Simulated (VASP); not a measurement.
Write the native input for VASP 6.6.1 that does the following.

```
Task                   : single point
Functional             : LDA
Potentials or basis    : VASP PAW LDA potentials, release 64 (Cu)
Cutoff                 : 520 eV
k mesh                 : 24 × 24 × 24
Occupations            : gaussian, width 0.15 eV
Spin                   : no spin polarisation
Dipole correction      : no
Further INCAR settings : ALGO = Normal; EDIFF = 1e-06; NBANDS = 12
```

The structure of Cu lies in POSCAR:

```
Cu
1.0
   -1.4612021587      1.4612021587      1.2541498128
    1.4612021587     -1.4612021587      1.2541498128
    1.4612021587      1.4612021587     -1.2541498128
Cu
1
Direct
    0.0000000000      0.0000000000      0.0000000000
```

One way to write it, as run:

INCAR

```
SYSTEM = Cu
ALGO = Normal
EDIFF = 1E-6
ENCUT = 520
GGA = CA
ISIF = 2
ISMEAR = 0
LASPH = .True.
LCHARG = .False.
LREAL = .False.
LWAVE = .False.
NBANDS = 12
NELM = 80
PREC = Accurate
SIGMA = 0.15
```

KPOINTS

```
k-points
0
Gamma
  24 24 24
  0 0 0
```

Potentials or basis: VASP PAW LDA potentials, release 64 (Cu).

The run is started by

```bash
$ cat potpaw_LDA.64/Cu/POTCAR > POTCAR
$ mpirun -np 1 vasp_std > vasp.out
```

Results of the run:

```
Pressure               : 5.7 GPa
Band gap on the k mesh : zero (an odd number of electrons rules out a gap without spin polarisation)
```

Caveat: the cell stands under pressure.

Run time: 2.5 min on 1 thread of Intel Xeon 8259CL, on a shared host, peak memory 0.24 GiB.
